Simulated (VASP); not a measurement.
# Si (a cell with a defect) in VASP: single point with PBE+D3(BJ)

Aim: the single point of Si (a cell with a defect) with PBE+D3(BJ).

Program: VASP 6.6.1. These are calculated values, not measurements. Logs are shortened: lines on timing, memory, paths and dates and some standing lists are left out, and cuts for length are marked.

### Step 1. The cell of the first run

The cell holds a defect, 17 atoms: a = 7.679 Å, b = 7.679 Å, c = 7.679 Å, α = 60.00°, β = 60.00°, γ = 60.00°.

### Step 2. Single point, PBE+D3(BJ)

File INCAR:

```
ALGO = Normal
EDIFF = 1E-7
ENCUT = 520
GGA = PE
ISIF = 2
ISMEAR = 0
IVDW = 12
LASPH = T
LCHARG = F
LREAL = Auto
LWAVE = F
NBANDS = 48
NELM = 60
PREC = Accurate
SIGMA = 0.02
```

File KPOINTS:

```
k-points
0
Gamma
  2 2 2
```

File POSCAR:

```
Si
1.0
    0.0000000000      5.4300000000      5.4300000000
    5.4300000000      0.0000000000      5.4300000000
    5.4300000000      5.4300000000      0.0000000000
Si
17
Direct
   -0.0222965009      0.0660482505     -0.0219604052
    0.1255530387      0.1395062615      0.1258795580
    0.0130409761     -0.0062617864      0.4964733886
    0.1254350829      0.1395325046      0.6088831492
    0.0078285451      0.5111817680      0.0081381215
    0.1040937385      0.6867075506      0.1044149171
    0.0077774401      0.5111940147      0.4724965930
    0.1493768877      0.6220945672      0.6140603131
    0.4961453959     -0.0062557090      0.0133625230
    0.6085472376      0.1395358195      0.1257639963
    0.4960429098     -0.0063279926      0.4963705341
    0.6438663904      0.0672258748      0.6441916206
    0.4721740331      0.5111976059      0.0080911602
    0.6137449355      0.6221027624      0.1496869245
    0.5174459484      0.4465820442      0.5177558932
    0.6137702578      0.6220037753      0.6140838858
    0.8108351750      0.5665114180      0.8111581952
```

Potentials or basis: VASP PAW PBE potentials, release 64 (Si).

Started as:

```console
cat potpaw_PBE.64/Si/POTCAR > POTCAR
mpirun -np 1 vasp_std > vasp.out
```

OUTCAR:

```text
EDIFF = 1E-7
   ENCUT = 520
   GGA = PE
   ISIF = 2
   ISMEAR = 0
   IVDW = 12
   LASPH = T
   LREAL = Auto
   NELM = 60
   PREC = Accurate
 IVDW          = 12

 ion  position               nearest neighbor table
   1  0.978  0.066  0.978-   2 2.34  10 2.34   4 2.34   6 2.38  17 3.14
   2  0.126  0.140  0.126-   9 2.33   3 2.33   5 2.33   1 2.34
   3  0.013  0.994  0.496-   2 2.33   4 2.33   8 2.33  12 2.34
   4  0.125  0.140  0.609-   3 2.33  11 2.33   7 2.33   1 2.34
   5  0.008  0.511  0.008-   2 2.33   6 2.33  17 2.40   8 2.47  14 2.47
   6  0.104  0.687  0.104-   5 2.33  13 2.33   7 2.33   1 2.38
   7  0.008  0.511  0.472-   4 2.33   6 2.33  17 2.40  16 2.47   8 2.47
   8  0.149  0.622  0.614-   3 2.33  15 2.33  17 2.40   7 2.47   5 2.47
   9  0.496  0.994  0.013-   2 2.33  10 2.33  14 2.33  12 2.34
  10  0.609  0.140  0.126-   9 2.33  11 2.33  13 2.33   1 2.34
  11  0.496  0.994  0.496-  10 2.33   4 2.33  16 2.33  12 2.34
  12  0.644  0.067  0.644-   9 2.34   3 2.34  11 2.34  15 2.38  17 3.14
  13  0.472  0.511  0.008-  10 2.33   6 2.33  17 2.40  16 2.47  14 2.47
  14  0.614  0.622  0.150-   9 2.33  15 2.33  17 2.40  13 2.47   5 2.47
  15  0.517  0.447  0.518-  16 2.33   8 2.33  14 2.33  12 2.38
  16  0.614  0.622  0.614-  11 2.33  15 2.33  17 2.40   7 2.47  13 2.47
  17  0.811  0.567  0.811-   5 2.40  14 2.40  13 2.40   7 2.40   8 2.40  16 2.40   1 3.14  12 3.14

  LATTYP: Found a face centered cubic cell.
 ALAT       =    10.8600000000

  Lattice vectors:

 A1 = (   0.0000000000,   5.4300000000,   5.4300000000)
 A2 = (   5.4300000000,   0.0000000000,   5.4300000000)
 A3 = (   5.4300000000,   5.4300000000,   0.0000000000)

Analysis of symmetry for initial positions (statically):
=====================================================================
 Subroutine PRICEL returns:
 Original cell was already a primitive cell.

 Routine SETGRP: Setting up the symmetry group for a
 face centered cubic supercell.

 Subroutine GETGRP returns: Found  1 space group operations
 (whereof  1 operations were pure point group operations)
 out of a pool of 48 trial point group operations.

The static configuration has the point symmetry C_1 .

Analysis of symmetry for dynamics (positions and initial velocities):
=====================================================================
 Subroutine PRICEL returns:
 Original cell was already a primitive cell.

 Routine SETGRP: Setting up the symmetry group for a
 face centered cubic supercell.

 Subroutine GETGRP returns: Found  1 space group operations
 (whereof  1 operations were pure point group operations)
 out of a pool of 48 trial point group operations.

The dynamic configuration has the point symmetry C_1 .

 Subroutine INISYM returns: Found  1 space group operations
 (whereof  1 operations are pure point group operations),
 and found     1 'primitive' translations

----------------------------------------------------------------------------------------

                                     Primitive cell

  volume of cell :     320.2060

  direct lattice vectors                    reciprocal lattice vectors
     0.000000000  5.430000000  5.430000000    -0.092081031  0.092081031  0.092081031
     5.430000000  0.000000000  5.430000000     0.092081031 -0.092081031  0.092081031
     5.430000000  5.430000000  0.000000000     0.092081031  0.092081031 -0.092081031

  length of vectors
     7.679179644  7.679179644  7.679179644     0.159489025  0.159489025  0.159489025

  position of ions in fractional coordinates (direct lattice)
     0.977703499  0.066048251  0.978039595
     0.125553039  0.139506262  0.125879558
     0.013040976  0.993738214  0.496473389
     0.125435083  0.139532505  0.608883149
     0.007828545  0.511181768  0.008138121
     0.104093738  0.686707551  0.104414917
[... 9 lines left out ...]
     0.613770258  0.622003775  0.614083886
     0.810835175  0.566511418  0.811158195

  ion indices of the primitive-cell ions
   primitive index   ion index
                 1           1
                 2           2
                 3           3
                 4           4
                 5           5
                 6           6
[... 9 lines left out ...]
                16          16
                17          17

----------------------------------------------------------------------------------------

 KPOINTS: k-points

Automatic generation of k-mesh.
 Grid dimensions read from file:
 generate k-points for:    2    2    2

 Generating k-lattice:

  Cartesian coordinates                     Fractional coordinates (reciprocal lattice)
    -0.046040516  0.046040516  0.046040516     0.500000000  0.000000000  0.000000000
     0.046040516 -0.046040516  0.046040516     0.000000000  0.500000000  0.000000000
     0.046040516  0.046040516 -0.046040516     0.000000000  0.000000000  0.500000000

  Length of vectors
     0.079744512  0.079744512  0.079744512

  Shift w.r.t. Gamma in fractional coordinates (k-lattice)
     0.000000000  0.000000000  0.000000000

 Subroutine IBZKPT returns following result:
 ===========================================

 Found      8 irreducible k-points:

 Following reciprocal coordinates:
            Coordinates               Weight
  0.000000  0.000000  0.000000      1.000000
  0.500000  0.000000  0.000000      1.000000
  0.000000  0.500000  0.000000      1.000000
  0.000000  0.000000  0.500000      1.000000
  0.500000  0.500000  0.500000      1.000000
  0.500000  0.500000  0.000000      1.000000
  0.000000  0.500000  0.500000      1.000000
  0.500000  0.000000  0.500000      1.000000
   k-points           NKPTS =      8   k-points in BZ     NKDIM =      8   number of bands    NBANDS=     48
   number of dos      NEDOS =    301   number of ions     NIONS =     17
   total plane-waves  NPLWV = 216000
   dimension x,y,z NGX =    60 NGY =   60 NGZ =   60
   dimension x,y,z NGXF=   120 NGYF=  120 NGZF=  120
   ions per type =              17
   NGX,Y,Z   is equivalent  to a cutoff of  12.99, 12.99, 12.99 a.u.
   NGXF,Y,Z  is equivalent  to a cutoff of  25.98, 25.98, 25.98 a.u.
 SYSTEM =  unknown system
   PREC   = accura    normal or accurate (medium, high low for compatibility)
   ISTART =      0    job   : 0-new  1-cont  2-samecut
   ICHARG =      2    charge: 1-file 2-atom 10-const
   ISPIN  =      1    spin polarized calculation?
   LNONCOLLINEAR =      F non collinear calculations
   LSORBIT =      F    spin-orbit coupling
   LASPH  =      T    aspherical Exc in radial PAW
   ENCUT  =  520.0 eV  38.22 Ry    6.18 a.u.  14.28 14.28 14.28*2*pi/ulx,y,z
   NELM   =     60;   NELMIN=  2; NELMDL= -5     # of ELM steps
   EDIFF  = 0.1E-06   stopping-criterion for ELM
   LREAL  =      T    real-space projection
   EDIFFG = 0.1E-05   stopping-criterion for IOM
   NSW    =      0    number of steps for IOM
   IBRION =     -1    ionic relax: 0-MD 1-quasi-New 2-CG
   NFREE  =      0    steps in history (QN), initial steepest desc. (CG)
   ISIF   =      2    stress and relaxation
   ISYM   =      2    0-nonsym 1-usesym 2-fastsym
   POTIM  = 0.5000    time-step for ionic-motion
   TEBEG  =    0.0;   TEEND  =   0.0 temperature during run
   PSTRESS=    0.0 pullay stress
   NELECT =      68.0000    total number of electrons
   NUPDOWN=      -1.0000    fix difference up-down
   EMIN   =  10.00;   EMAX   =-10.00  energy-range for DOS
   EFERMI =   0.00;   METHOD = LEGACY
   ISMEAR =     0;   SIGMA  =   0.02  broadening in eV -4-tet -1-fermi 0-gaus
   EFERMI_NEDOS =   21; number of points for ismear=-14 and -15
   IALGO  =     38    algorithm
   IMIX   =      4    mixing-type and parameters
     AMIX     =   0.40;   BMIX     =  1.00
     AMIX_MAG =   1.60;   BMIX_MAG =  1.00
  volume/ion in A,a.u.               =      18.84       127.11
  Fermi-wavevector in a.u.,A,eV,Ry     =   0.976715  1.845724 12.979587  0.953973
  Thomas-Fermi vector in A             =   2.107356
   LORBIT       =      0    0 simple, 1 ext, 2 COOP (PROOUT), +10 PAW based schemes
   GGA     = PE    functional components
   LHFCALC =     F    Hartree Fock is set to
   AEXX    =    0.0000 exact exchange contribution
   IVDW    =    12    specifies the selected vdW correction
   LEPSILON=     F    determine dielectric tensor
   LRPA    =     F    only Hartree local field effects (RPA)
 non-spin polarized calculation
 Gauss-broadening in eV      SIGMA  =   0.02
  energy-cutoff  :      520.00
  volume of cell :      320.21
 maximum number of plane-waves:      8646
 NGX is ok and might be reduce to    60
   NGX = 29   NGY = 29   NGZ = 29

 number of electron      68.0000000 magnetization

 Free energy of the ion-electron system (eV)
  ---------------------------------------------------
  ext. energy  EPLUGINS =         0.00000000
  ---------------------------------------------------
  free energy    TOTEN  =       -87.68282909 eV

  energy without entropy =      -87.68274031  energy(sigma->0) =      -87.68278470

 E-fermi :   6.6968     XC(G=0):  -9.6930

 val. band max:        6.6594326444   @ k =   0.0000   0.5000   0.0000
 cond. band min:       6.7373818233   @ k =   0.0000   0.0000   0.0000
 fundamental gap:      0.0779491790
 Fermi energy:         6.6968139581

 k-point     1 :       0.0000    0.0000    0.0000
  band No.  band energies     occupation
      1      -6.2133      2.00000
      2      -3.8686      2.00000
      3      -3.6358      2.00000
      4      -3.6356      2.00000
      5      -3.3628      2.00000
      6      -2.5177      2.00000
[... 38 lines left out ...]
     45       8.7361      0.00000
     46       8.8394      0.00000

 k-point     2 :       0.5000    0.0000    0.0000
  band No.  band energies     occupation
      1      -5.7347      2.00000
      2      -5.0005      2.00000
      3      -3.5726      2.00000
      4      -3.4455      2.00000
      5      -3.1826      2.00000
      6      -3.0151      2.00000
[... 286 lines left out ...]
 k-point     8 :       0.5000    0.0000    0.5000
  band No.  band energies     occupation
      1      -5.6066      2.00000
      2      -4.6958      2.00000
      3      -4.0712      2.00000
      4      -3.8827      2.00000
      5      -3.7852      2.00000
      6      -3.5927      2.00000
[... 38 lines left out ...]
     45      10.3902      0.00000
     46      10.4215      0.00000
 [bands above 46 left out]

------------------------ aborting loop because EDIFF is reached ----------------------------------------

 Edisp (eV)   -5.64785

 E8    (eV) :    -2.3367

  FORCE on cell =-STRESS in cart. coord.  units (eV):
  Direction    XX          YY          ZZ          XY          YZ          ZX
  --------------------------------------------------------------------------------------
  -------------------------------------------------------------------------------------
  Total       3.37984     3.37824     3.38254     0.79319     0.79234    -0.79257
  in kB      16.91130    16.90329    16.92484     3.96881     3.96452    -3.96570
  external pressure =       16.91 kB  Pullay stress =        0.00 kB

 VOLUME and BASIS-vectors are now :
 -----------------------------------------------------------------------------
  energy-cutoff  :      520.00
  volume of cell :      320.21
      direct lattice vectors                 reciprocal lattice vectors
     0.000000000  5.430000000  5.430000000    -0.092081031  0.092081031  0.092081031
     5.430000000  0.000000000  5.430000000     0.092081031 -0.092081031  0.092081031
     5.430000000  5.430000000  0.000000000     0.092081031  0.092081031 -0.092081031

 POSITION                                       TOTAL-FORCE (eV/Angst)
 -----------------------------------------------------------------------------------
      5.66940     10.61968      5.66757         0.000110     -0.002235      0.001216
      1.44104      1.36528      1.43927         0.003823     -0.001672      0.003035
      8.09185      2.76666      5.46681        -0.000842     -0.000147     -0.000829
      4.06390      3.98735      1.43877        -0.000867     -0.002573      0.003688
      2.81991      0.08670      2.81823        -0.001644     -0.003867     -0.002262
      4.29579      1.13220      4.29405        -0.005923      0.005956     -0.006930
[... 9 lines left out ...]
      6.71196      6.66725      6.71025         0.001940      0.004392      0.002418
      7.48075      8.80742      7.47899        -0.001343      0.001818     -0.000259
 -----------------------------------------------------------------------------------
    total drift:                                0.001970     -0.002537      0.005048

  FREE ENERGIE OF THE ION-ELECTRON SYSTEM (eV)
  ---------------------------------------------------
  free  energy   TOTEN  =       -93.3306784838 eV

  energy  without entropy=      -93.3305897043  energy(sigma->0) =      -93.33063409
```

Run time: 13 min. Hardware: 1 thread of Intel Xeon 8259CL, shared host; peak memory 0.47 GiB.

What came out:

* Free energy: -93.3307 eV
* Pressure: 1.7 GPa
* Largest force: 0.011 eV/Å
* Band gap on the k mesh: 0.08 eV
* Dispersion energy per atom: -0.332 eV

Forces on the atoms (eV/Å):
```
Si   0.000 -0.002  0.001
Si   0.004 -0.002  0.003
Si  -0.001  0.000 -0.001
Si  -0.001 -0.003  0.004
Si  -0.002 -0.004 -0.002
Si  -0.006  0.006 -0.007
Si   0.003  0.001  0.000
Si   0.001 -0.001 -0.005
Si   0.000  0.000 -0.001
Si   0.003 -0.002 -0.001
Si   0.000  0.000  0.000
Si  -0.003  0.004 -0.001
Si   0.000  0.001  0.003
Si  -0.005  0.000  0.001
Si   0.005 -0.005  0.005
Si   0.002  0.004  0.002
Si  -0.001  0.002  0.000
```

Stress tensor (GPa, compression positive):
```
 1.69  0.40 -0.40
 0.40  1.69  0.40
-0.40  0.40  1.69
```

Caveat: the k points lie up to 0.50 Å⁻¹ apart.
